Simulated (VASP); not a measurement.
Wanted: the native input for a VASP 6.6.1 run.

```yaml
Task: single point
Functional: PBEsol
Potentials_or_basis: VASP PAW PBE potentials, release 64 (Pd)
Cutoff: 520 eV
k_mesh: 2 × 2 × 2
Occupations: fermi-dirac, width 0.05 eV
Spin: no spin polarisation
Dipole_correction: no
Further_INCAR_settings: ALGO = Normal; EDIFF = 1e-07; NBANDS = 44
```

The structure of Pd (a cell with a defect) lies in POSCAR:

```
Pd
1.0
    0.0000000000      3.8930000000      3.8930000000
    3.8930000000      0.0000000000      3.8930000000
    3.8930000000      3.8930000000      0.0000000000
Pd
7
Direct
    0.0000000000      0.0000000000      0.5000000000
    0.0000000000      0.5000000000      0.0000000000
    0.0000000000      0.5000000000      0.5000000000
    0.5000000000      0.0000000000      0.0000000000
    0.5000000000      0.0000000000      0.5000000000
    0.5000000000      0.5000000000      0.0000000000
    0.5000000000      0.5000000000      0.5000000000
```

One way to write it, as run:

INCAR

```
ALGO     = Normal         # electronic algorithm
EDIFF    = 1E-7           # SCF threshold, eV
ENCUT    = 520            # plane-wave cutoff, eV
GGA      = PS             # functional
ISIF     = 2              # what is computed and relaxed
ISMEAR   = -1             # smearing method
LASPH    = T              # aspherical terms in the spheres
LCHARG   = F              # write CHGCAR
LREAL    = F              # projectors in reciprocal space
LWAVE    = F              # write WAVECAR
NBANDS   = 44             # bands
NELM     = 100            # most SCF steps
PREC     = Accurate       # precision mode
SIGMA    = 0.05           # smearing width, eV
```

KPOINTS

```
k-points
0
Gamma
  2 2 2
```

Potentials or basis: VASP PAW PBE potentials, release 64 (Pd).

Run with:

```sh
$ cat potpaw_PBE.64/Pd/POTCAR > POTCAR
$ mpirun -np 1 vasp_std > vasp.out
```

It gave:

| Property | Result |
| --- | --- |
| Pressure | -11.3 GPa |
| Band gap on the k mesh | zero (band 35 reaches 8.05 eV, above the bottom of band 36 at 7.18 eV) |

Caveat: the k points lie up to 0.70 Å⁻¹ apart; the PAW data sets were made with another functional, which shifts forces and pressure a little.

Wall time 20 s on 1 thread of AMD EPYC 9R45 96-Core Processor (Zen 5) (shared host), peak memory 0.21 GiB.
